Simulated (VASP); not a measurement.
## Hf: single point with PBE

Crystal: Hf.

```
CELL_PARAMETERS angstrom
0.00000 2.22000 2.22000
2.22000 0.00000 2.22000
2.22000 2.22000 0.00000
ATOMIC_POSITIONS crystal
Hf 0.00000 0.00000 0.00000
```

```yaml
Program: VASP 6.6.1
Task: single point
Functional: PBE
Potentials_or_basis: VASP PAW PBE potentials, release 64 (Hf_pv)
Cutoff: 520 eV
k_mesh: 10 × 10 × 10
Occupations: gaussian, width 0.028 eV
Spin: no spin polarisation
```

The pressure is 2.5 GPa and the band gap on the k mesh is zero (band 5 reaches 6.32 eV, above the bottom of band 6 at 4.50 eV).

Levels at points of the mesh, in eV from the Fermi level:
| k point | band 1 | band 2 | band 3 | band 4 | band 5 | band 6 | band 7 | band 8 | band 9 | band 10 |
| --- | --- | --- | --- | --- | --- | --- | --- | --- | --- | --- |
| (0.00, 0.00, 0.00) | -29.95 | -29.95 | -29.95 | -7.32 | 1.39 | 1.39 | 1.39 | 4.26 | 4.26 | 11.36 |
| (0.50, 0.00, 0.00) | -30.83 | -30.07 | -30.07 | -3.73 | 0.62 | 1.16 | 1.16 | 6.44 | 6.44 | 9.64 |
| (0.50, 0.50, 0.00) | -30.77 | -30.27 | -30.27 | -3.38 | -2.23 | 2.61 | 6.45 | 7.09 | 7.09 | 10.06 |

It used 6.9 s of CPU time on 1 thread of Intel Xeon 6975P-C (shared host).

Caveat: spin-orbit coupling is left out, which moves the levels of the heavy elements.
